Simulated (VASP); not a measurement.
Set up this calculation in VASP 6.6.1, as the native input.

| Item | Value |
| --- | --- |
| Task | single point |
| Functional | PBE |
| Potentials or basis | VASP PAW PBE potentials, release 64 (La, H) |
| Cutoff | 500 eV |
| k mesh | 6 × 6 × 5 |
| Occupations | gaussian, width 0.2 eV |
| Spin | no spin polarisation |
| Dipole correction | no |
| Further INCAR settings | ALGO = Normal; EDIFF = 1e-06; NBANDS = 13 |

The structure of LaH lies in POSCAR:

```
LaH
1.0
    3.3994671999      0.0000000000      0.0000000000
    0.0000000000      3.3994671999      0.0000000000
    0.0000000000      0.0000000000      3.7152655542
La H
1 1
Direct
    0.0000000000      0.0000000000      0.5000000000
    0.5000000000      0.5000000000      0.5000000000
```

One way to write it, as run:

INCAR

```
SYSTEM = LaH
PREC = Accurate
ENCUT = 500
EDIFF = 1E-6
ISMEAR = 0
SIGMA = 0.2
LREAL = .FALSE.
LASPH = .TRUE.
NELM = 200
ALGO = Normal
ISIF = 2
LWAVE = .FALSE.
LCHARG = .FALSE.
GGA = PE
NBANDS = 13
GGA_COMPAT = .FALSE.
LMAXMIX = 6
```

KPOINTS

```
Automatic mesh
0
G
  6 6 5
  0 0 0
```

Potentials or basis: VASP PAW PBE potentials, release 64 (La, H).

Command:

```sh
$ cat potpaw_PBE.64/La/POTCAR potpaw_PBE.64/H/POTCAR > POTCAR
$ mpirun -np 1 vasp_std > vasp.out
```

It gave:

- Pressure: 0.0 GPa
- Band gap on the k mesh: zero (band 6 reaches 7.59 eV, above the bottom of band 7 at 5.69 eV)

Caveat: spin-orbit coupling is left out, which moves the levels of the heavy elements.

Wall time 9.1 s on 1 thread of Intel(R) Xeon(R) 6975P-C (Granite Rapids), with other jobs on the host, peak memory 0.17 GiB.
